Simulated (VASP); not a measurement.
A run of VASP 6.6.1 is set up as follows.

File INCAR:

```
ALGO = Normal
EDIFF = 1E-7
ENCUT = 520
ISIF = 2
ISMEAR = 0
LASPH = T
LCHARG = F
LREAL = F
LWAVE = F
NBANDS = 20
NELM = 80
PREC = Accurate
SIGMA = 0.05
```

KPOINTS

```
k-points
0
Gamma
  12 12 2
```

Contents of POSCAR:

```
WSe2
1.0
    3.3179375931      0.0000000000      0.0000000000
   -1.6589687966      2.8734182438      0.0000000000
    0.0000000000      0.0000000000     16.6581424200
W Se
1 2
Direct
    0.0000000000      0.0000000000      0.0000000000
    0.3459393014      0.6758948757      0.0997865200
    0.3207273653      0.6574384576      0.9002134800
```

Potentials or basis: VASP PAW LDA potentials, release 64 (W_sv, Se).

Command:

```bash
$ cat potpaw_LDA.64/W_sv/POTCAR potpaw_LDA.64/Se/POTCAR > POTCAR
$ mpirun -np 1 vasp_std > vasp.out
```

Question: Predict the band gap on the k mesh.

Answer: 1.51 eV, direct.

Question: Predict the largest force.

Answer: 0.447 eV/Å.

Forces on the atoms (eV/Å):
```
W    0.019  0.000 -0.001
Se  -0.230 -0.221 -0.314
Se   0.211  0.221  0.314
```

Caveat: the cell differs from its parent crystal (mode 4 (168.4 1/cm) frozen in, largest displacement +0.037 Å); spin-orbit coupling is left out, which moves the levels of the heavy elements.
